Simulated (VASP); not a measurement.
A run of VASP 6.6.1 is set up as follows.

The input INCAR:

```
ALGO = Normal
DIPOL = 0.5 0.5 0.500
EDIFF = 1E-7
ENCUT = 520
GGA = PE
IDIPOL = 3
ISIF = 2
ISMEAR = -1
LASPH = True
LCHARG = True
LDIPOL = True
LELF = True
LREAL = False
LVACPOTAV = True
LVHAR = True
LWAVE = False
NBANDS = 44
NELM = 80
PREC = Accurate
SIGMA = 0.08
```

File KPOINTS:

```
k-points
0
Gamma
  9 9 1
```

The input POSCAR:

```
Ta5W
1.0
    4.6945593014      0.0000000000      0.0000000000
   -2.3472796507      4.0656076146      0.0000000000
    0.0000000000      0.0000000000     20.7914000000
Ta W
5 1
Direct
    0.1666666667      0.3333333333      0.3996627181
    0.5000000000      1.0000000000      0.4351072253
    0.1666666667      0.3333333333      0.5287642531
    0.5000000000      1.0000000000      0.5648927874
    0.8333333333      0.6666666667      0.6003372795
    0.8333333333      0.6666666667      0.4712357363
```

Potentials or basis: VASP PAW PBE potentials, release 64 (Ta_pv, W_sv).

Run with:

```bash
$ cat potpaw_PBE.64/Ta_pv/POTCAR potpaw_PBE.64/W_sv/POTCAR > POTCAR
$ mpirun -np 1 vasp_std > vasp.out
```

Problem. What does it give for the band gap on the k mesh?

Solution. Zero (an odd number of electrons rules out a gap without spin polarisation).

Problem. What does it give for the largest force?

Solution. 0.886 eV/Å.

Forces in eV/Å, atoms in the order of the input:
```
Ta   0.000  0.000  0.248
Ta   0.000  0.000  0.508
Ta   0.000  0.000 -0.139
Ta   0.000  0.000  0.012
Ta   0.000  0.000 -0.886
W    0.000  0.000  0.257
```

Caveat: spin-orbit coupling is left out, which moves the levels of the heavy elements.
